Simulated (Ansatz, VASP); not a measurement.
# Two plane-wave programs on As

INCAR

```
SYSTEM = As
  PREC = Accurate
  ENCUT = 520
  EDIFF = 1E-7
  ISMEAR = 0
  SIGMA = 0.02
  LREAL = .False.
  LASPH = .True.
  NELM = 80
  ALGO = Normal
  ISIF = 2
  LWAVE = .False.
  LCHARG = .True.
  LDIPOL = .True.
  IDIPOL = 3
  DIPOL = 0.5 0.5 0.500
  GGA = PE
  LELF = .True.
  LVHAR = .True.
  LVACPOTAV = .True.
  NBANDS = 12
```

Contents of KPOINTS:

```
Automatic mesh
0
Gamma
  9 9 1
  0 0 0
```

The input POSCAR:

```
As
1.0
    3.3810000000      0.0000000000      0.0000000000
   -1.6905000000      2.9280318902      0.0000000000
    0.0000000000      0.0000000000     28.0000000000
As
2
Direct
    0.3333333333      0.6666666667      0.5212857143
    0.6666666667      0.3333333333      0.4787142857
```

Input for Ansatz:

```yaml
crystal:
  lattice:
    - [3.381, 0.0, 0.0]
    - [-1.6905, 2.9280318902, 0.0]
    - [0.0, 0.0, 28.0]
  atoms:
    - { symbol: As, position: [0.3333333333, 0.6666666667, 0.5212857143] }
    - { symbol: As, position: [0.6666666667, 0.3333333333, 0.4787142857] }
  periodic: [true, true, false]
basis:
  ecutwfc: 420
kpoints:
  mp_grid: { grid: [9, 9, 1] }
hamiltonian:
  xc: pbe
scf:
  occupations: { method: gaussian, width: 0.02 }
output:
  forces: true
  stress: true
  eigenvalues: true
```

Alike in both runs: task single point; functional PBE; k mesh 9 × 9 × 1; occupations gaussian, width 0.02 eV; no spin polarisation.

|  | VASP | Ansatz |
| --- | --- | --- |
| version | VASP 6.6.1 | Ansatz 0.2.0 |
| potentials or method | VASP PAW PBE potentials, release 64 (As), cutoff 520 eV | scalar-relativistic, plane waves, PAW |
| valence electrons in the cell | 10 | 30 |

```tsv
	VASP	Ansatz	Ansatz less VASP
gap on the k mesh at the Fermi level (eV)	1.66	1.72	+0.058
least direct gap on the mesh (eV)	2.04	2.10	+0.061
rms of the force components (eV/Å)	2.677	2.545	-0.1322
```

Atom by atom the forces differ by 0.132 eV/Å (rms over components). VASP's potentials hold 10 valence electrons a cell and Ansatz's 30, so a difference there can come from the potentials and not from the codes.
